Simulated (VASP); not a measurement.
Input of a VASP 6.6.1 run:

The input INCAR:

```
SYSTEM = Ti6O
PREC = Accurate
ENCUT = 520
EDIFF = 1E-7
ISMEAR = 0
SIGMA = 0.1
LREAL = .False.
LASPH = .True.
NELM = 60
ALGO = Normal
ISIF = 2
LWAVE = .False.
LCHARG = .False.
LDIPOL = .True.
IDIPOL = 3
DIPOL = 0.5 0.5 0.349
GGA = PS
NBANDS = 48
```

Contents of KPOINTS:

```
Automatic mesh
0
Gamma
  9 6 1
  0 0 0
```

The input POSCAR:

```
Ti6O
1.0
    2.8999670177      0.0000000000      0.0000000000
    0.0000000000      4.5905806278      0.0000000000
    0.0000000000      0.0000000000     21.2062529549
Ti O
6 1
Direct
    0.0000000000      0.7500000000      0.1886236106
    0.5000000000      0.2500000000      0.2281000977
    0.5000000000      0.7500000000      0.3070530716
    0.0000000000      0.2500000000      0.3454090437
    0.0000000000      0.7500000000      0.4205530428
    0.5000000000      0.2500000000      0.4577071195
    0.8333333333      0.6500000000      0.4963105596
```

Potentials or basis: VASP PAW PBE potentials, release 64 (Ti_sv, O).

Run with:

```sh
$ cat potpaw_PBE.64/Ti_sv/POTCAR potpaw_PBE.64/O/POTCAR > POTCAR
$ mpirun -np 1 vasp_std > vasp.out
```

Question: Predict the largest force.

Answer: 1.994 eV/Å.

Question: Estimate the band gap on the k mesh.

Answer: Zero (bands 39 and 40 overlap by 0.40 eV).

Forces on the atoms (eV/Å):
```
Ti   0.009  0.013  0.383
Ti  -0.030 -0.044  0.047
Ti   0.027 -0.006 -0.773
Ti  -0.107  0.172 -0.070
Ti   0.386  0.447 -0.122
Ti   0.475  1.259  0.419
O   -0.760 -1.840  0.116
```

Caveat: the PAW data sets were made with another functional, which shifts forces and pressure a little.
